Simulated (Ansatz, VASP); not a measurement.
**BiTe: VASP beside Ansatz**

```
Bi Te
1.0
     2.30157    1.32881    3.48316
    -2.30157    1.32881    3.48316
     0.00000   -2.65763    3.48316
Bi Te
1 1
Direct
  0.50000 0.50000 0.50000
  0.00000 0.00000 0.00000
```

Change from the starting cell: strain -0.050 along x and y, +0.050 along z, atoms carried along.

Alike in both runs: task single point; functional PBE; k mesh 12 × 12 × 12; occupations gaussian, width 0.15 eV; no spin polarisation.

|  | VASP | Ansatz |
| --- | --- | --- |
| version | VASP 6.6.1 | Ansatz 0.2.0 |
| potentials or method | VASP PAW PBE potentials, release 64 (Bi_d, Te), cutoff 520 eV | scalar-relativistic, plane waves, PAW |
| valence electrons in the cell | 21 | 31 |

|  | VASP | Ansatz | Ansatz less VASP |
| --- | --- | --- | --- |
| gap on the k mesh at the Fermi level (eV) | none | none | - |
| pressure (GPa) | 3.8 | 3.8 | +0.05 |
| traceless stress, the component that is largest in VASP (GPa) | -0.38 | -0.39 | -0.001 |

A gap of «none» marks a metal or a gap that the smearing closes. VASP's potentials hold 21 valence electrons a cell and Ansatz's 31, so a difference there can come from the potentials and not from the codes.

Neither program's run includes spin-orbit coupling.
